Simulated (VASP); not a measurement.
## Hf: single point with PBE

Crystal: Hf.

```
CELL_PARAMETERS angstrom
-1.80500 1.80500 1.80500
1.80500 -1.80500 1.80500
1.80500 1.80500 -1.80500
ATOMIC_POSITIONS crystal
Hf 0.00000 0.00000 0.00000
```

| Item | Value |
| --- | --- |
| Program | VASP 6.6.1 |
| Task | single point |
| Functional | PBE |
| Potentials or basis | VASP PAW PBE potentials, release 64 (Hf_pv) |
| Cutoff | 520 eV |
| k mesh | 10 × 10 × 10 |
| Occupations | gaussian, width 0.027 eV |
| Spin | no spin polarisation |

* Pressure: -5.3 GPa
* Band gap on the k mesh: zero (band 5 reaches 5.73 eV, above the bottom of band 6 at 3.54 eV)

Levels at points of the mesh, in eV from the Fermi level:
| k point | band 2 | band 3 | band 4 | band 5 | band 6 | band 7 | band 8 | band 9 |
| --- | --- | --- | --- | --- | --- | --- | --- | --- |
| (0.00, 0.00, 0.00) | -30.05 | -30.05 | -6.88 | 1.48 | 1.48 | 1.48 | 4.11 | 4.11 |
| (0.50, 0.00, 0.00) | -30.27 | -30.05 | -3.23 | -0.42 | 0.88 | 3.92 | 4.87 | 7.15 |
| (0.50, 0.50, 0.50) | -30.53 | -30.53 | -2.37 | -2.37 | 6.39 | 6.39 | 6.39 | 6.83 |

Run time: 10 s on 1 thread of Intel(R) Xeon(R) Platinum 8259CL CPU @ 2.50GHz (Skylake/Cascade Lake) (shared host), peak memory 0.14 GiB.

Caveat: spin-orbit coupling is left out, which moves the levels of the heavy elements.
